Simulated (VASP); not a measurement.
Here is a VASP 6.6.1 calculation.

The input INCAR:

```
PREC     = Accurate       # precision mode
ENCUT    = 400            # plane-wave cutoff, eV
EDIFF    = 1E-6           # SCF threshold, eV
ISMEAR   = 0              # smearing method
SIGMA    = 0.01           # smearing width, eV
LREAL    = F              # projectors in reciprocal space
LASPH    = T              # aspherical terms in the spheres
NELM     = 120            # most SCF steps
ALGO     = Normal         # electronic algorithm
ISIF     = 2              # what is computed and relaxed
LWAVE    = F              # write WAVECAR
LCHARG   = F              # write CHGCAR
GGA      = PE             # functional
NBANDS   = 88             # bands
NELECT   = 148.0        
GGA_COMPAT= F
```

File KPOINTS:

```
regular mesh
0
Gamma
  3 3 3
```

File POSCAR:

```
Cd7BiTe8
1.0
    0.0000000000      6.6173732368     -6.6173732368
    6.6173732368      6.6173732368      0.0000000000
    6.6173732368      0.0000000000     -6.6173732368
Bi Cd Te
1 7 8
Direct
    0.3502436520      0.0458827159      0.5475520713
    0.5356164742      0.4801581538      0.4962415862
    0.0034483530     -0.0169373531      0.4829198258
   -0.0020794614      0.5375100749      0.4837554690
    0.5364440096     -0.0038176763     -0.0177605963
    0.5323533432      0.4848889960     -0.0128617733
    0.0012689653     -0.0162476554      0.0347617136
    0.0041526677      0.4988310777     -0.0008897835
    0.3709023283      0.4124077004      0.3583526871
    0.3757378197      0.8510092866      0.3519402955
    0.9052584861      0.3628709644      0.3716175587
    0.8114962018      0.8997607140      0.3962969534
    0.3883223873      0.3705102251      0.8705849970
    0.3739139556      0.8571213864      0.9127671841
    0.9027521117      0.3636457556      0.8629208130
    0.9061772629      0.8717154075      0.8622654552
```

Potentials or basis: VASP PAW PBE potentials, release 64 (Bi_d, Cd, Te).

Command:

```bash
$ cat potpaw_PBE.64/Bi_d/POTCAR potpaw_PBE.64/Cd/POTCAR potpaw_PBE.64/Te/POTCAR > POTCAR
$ mpirun -np 1 vasp_std > vasp.out
```

Question: Predict the largest force.

Answer: 0.040 eV/Å.

Forces in eV/Å, atoms in the order of the input:
```
Bi  -0.002  0.002 -0.002
Cd   0.004  0.000 -0.007
Cd   0.007  0.004 -0.001
Cd  -0.006 -0.012 -0.002
Cd   0.004  0.008  0.003
Cd  -0.006 -0.001  0.001
Cd  -0.005  0.005  0.010
Cd  -0.004 -0.001  0.003
Te  -0.009 -0.019 -0.003
Te   0.030  0.007 -0.009
Te  -0.005  0.005 -0.024
Te   0.025 -0.024  0.020
Te   0.005 -0.002  0.002
Te  -0.014  0.001  0.018
Te  -0.016  0.007 -0.004
Te  -0.009  0.020 -0.004
```

Caveat: the cell carries a net charge on a neutralising background, which shifts energy and pressure.
